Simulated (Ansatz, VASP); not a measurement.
**InW2 in VASP and in Ansatz**

```
In W
1.0
     4.67539    0.00000    0.00000
    -2.33769    4.04900    0.00000
     0.00000    0.00000    2.80282
In W
1 2
Direct
  0.00000 0.00000 0.00000
  0.33333 0.66667 0.50000
  0.66667 0.33333 0.50000
```

Alike in both runs: functional r2SCAN; k mesh 12 × 12 × 16; occupations gaussian, width 0.1 eV; no spin polarisation.

Ansatz relaxed the structure, and its values are those at the end. VASP's run is a single point on that final structure, the one shown.

```csv
,VASP,Ansatz
version,VASP 6.6.1,Ansatz 0.2.0
potentials or method,"VASP PAW PBE potentials, release 64 (In_d, W_sv), cutoff 520 eV","scalar-relativistic, plane waves, PAW"
valence electrons in the cell,41,41
```

Ansatz gave:

```
gap on the k mesh at the Fermi level (eV) : none
pressure (GPa)                            : 0.0
```

Task: Which values does VASP return?

Result: gap on the k mesh at the Fermi level (eV): none; pressure (GPa): 0.7.

VASP's potentials were made for PBE, not for r2SCAN. A gap of «none» marks a metal or a gap that the smearing closes. With one functional, cell and mesh, what is left measures potentials, basis and numerics.

Spin-orbit coupling is off throughout.
